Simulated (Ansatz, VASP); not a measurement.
## One calculation of Ge, two programs

```
Ge
1.0
     0.00000    2.82900    2.82900
     2.82900    0.00000    2.82900
     2.82900    2.82900    0.00000
Ge
2
Direct
  0.00000 0.00000 0.00000
  0.25000 0.25000 0.25000
```

Alike in both runs: task single point; functional r2SCAN; k mesh 6 × 6 × 6; occupations gaussian, width 0.1 eV; no spin polarisation.

|  | VASP | Ansatz |
| --- | --- | --- |
| version | VASP 6.6.1 | Ansatz 0.2.0 |
| potentials or method | VASP PAW PBE potentials, release 64 (Ge_d), cutoff 520 eV | scalar-relativistic, plane waves, PAW |
| valence electrons in the cell | 28 | 28 |

```csv
,VASP,Ansatz,Ansatz less VASP
gap on the k mesh at the Fermi level (eV),0.40,0.44,+0.038
least direct gap on the mesh (eV),0.40,0.44,+0.038
pressure (GPa),0.6,0.5,-0.10
```

VASP's potentials were made for PBE, not for r2SCAN.
